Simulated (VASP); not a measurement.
Runs of VASP 6.6.1 on CsBr. It takes space group Pm-3m (No. 221, cubic). Conventional cell: a = 4.320 Å, b = 4.320 Å, c = 4.320 Å, α = 90.00°, β = 90.00°, γ = 90.00°. Cs (site symmetry m-3m) has 8 Br at 3.74 Å and 6 Cs at 4.32 Å within 4.9 Å. Within 4.9 Å of Br (site symmetry m-3m) lie 8 Cs at 3.74 Å and 6 Br at 4.32 Å. 

| level | share of exact exchange | screening parameter | gap on the mesh (eV) | pressure (GPa) |
| --- | --- | --- | --- | --- |
| HSE06 | 0.25 | 0.2079 1/Å | (a) | 0.4 |
| PBE-based screened hybrid with 50 % exact exchange | 0.5 | 0.2078 1/Å | 6.81 | 0.0 |
| PBE-based screened hybrid with 10 % exact exchange | 0.1 | 0.1 1/Å | 5.02 | 0.5 |
| PBE-based screened hybrid with 15 % exact exchange | 0.15 | 0.1 1/Å | (b) | 0.5 |

Alike in all rows: task single point; potentials or basis VASP PAW PBE potentials, release 64 (Cs_sv, Br); no spin polarisation; cell as given; k mesh 4 × 4 × 4; cutoff (eV) 400; smearing gaussian 0.01 eV.

Problem. Estimate the missing entries.

Solution. (a) 5.60; (b) 5.33.

Caveats: the PAW data sets were made with another functional, which shifts forces and pressure a little; spin-orbit coupling is left out, which moves the levels of the heavy elements.

A k mesh can miss the band edges, and the runs leave out spin-orbit coupling on Br, Cs.
